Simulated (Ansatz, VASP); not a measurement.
## Two plane-wave programs on WS2

```
W S
1.0
     3.12394    0.00000    0.00000
    -1.56197    2.70541    0.00000
     0.00000    0.00000   16.93754
W S
1 2
Direct
  0.33333 0.66667 0.00040
  0.65207 0.33333 0.90599
  0.68126 0.33333 0.09169
```

Change from the starting cell: mode 4 frozen in at -0.046 Å and mode 9 at -0.020 Å (largest displacements).

Alike in both runs: task single point; functional PBEsol; dispersion D3(BJ); k mesh 12 × 12 × 2; occupations gaussian, width 0.05 eV; no spin polarisation.

```csv
,VASP,Ansatz
version,VASP 6.6.1,Ansatz 0.2.0
potentials or method,"VASP PAW PBE potentials, release 64 (W_sv, S), cutoff 520 eV","scalar-relativistic, plane waves, PAW"
valence electrons in the cell,26,26
```

Ansatz gave:

* gap on the k mesh at the Fermi level (eV): 1.97
* least direct gap on the mesh (eV): 2.03
* rms of the force components (eV/Å): 0.435

Problem. Estimate VASP's values.

Solution. gap on the k mesh at the Fermi level (eV): 1.98; least direct gap on the mesh (eV): 2.04; rms of the force components (eV/Å): 0.436.

VASP's potentials were made for PBE, not for PBEsol, and Ansatz warns of the same on its side. Atom by atom the forces differ by 0.010 eV/Å (rms over components).

Neither program's run includes spin-orbit coupling.
